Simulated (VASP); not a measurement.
## C: G0W0 quasiparticle levels with PBE

Crystal: C.

```
C
1.0
     0.00000    1.85133    1.76520
     1.85133    0.00000    1.76520
     1.85133    1.85133    0.00000
C
2
Direct
  0.00000 0.00000 0.00000
  0.25000 0.25000 0.25000
```

```
Program                         : VASP 6.6.1
Task                            : G0W0 quasiparticle levels
Functional                      : PBE
Potentials or basis             : VASP PAW PBE potentials, release 64 (C_GW)
Cutoff                          : 500 eV
k mesh                          : 6 × 6 × 6
Occupations                     : gaussian, width 0.01 eV
Spin                            : no spin polarisation
Dipole correction               : no
GW scheme                       : G0W0
GW iterations                   : 1
Cutoff of the response function : 150
Frequency points                : 48
Empty bands                     : 50
Further INCAR settings          : ALGO = EVGW0; EDIFF = 1e-08; NBANDS = 54
```

```
Band gap on the k mesh, mean-field level : 2.88 eV, indirect (least direct gap 4.62 eV)
Quasiparticle gap                        : 4.09 eV
Least direct quasiparticle gap           : 6.25 eV
```

Levels at points of the mesh, in eV from the valence-band top:
```csv
k point,band 1,band 2,band 3,band 4,band 5,band 6,band 7,band 8
"(0.00, 0.00, 0.00)",-21.06,-0.65,-0.65,0.00,4.62,5.19,5.19,11.40
"(0.50, 0.00, 0.00)",-15.64,-13.11,-3.45,-2.68,6.91,7.58,8.55,14.67
"(0.50, 0.50, 0.00)",-12.29,-12.29,-6.78,-6.78,3.49,3.49,15.56,15.56
"(0.50, 0.00, 0.50)",-12.98,-12.98,-6.11,-6.11,4.56,4.56,15.23,15.23
```

Wall time 2.6 min on 1 thread of Intel Xeon 8259CL, on a shared host, peak memory 0.25 GiB.

Caveat: the k points lie up to 0.50 Å⁻¹ apart; bands, screening cutoff and mesh are small and nothing is extrapolated, so the quasiparticle values aren't converged. A k mesh can miss the band edges.
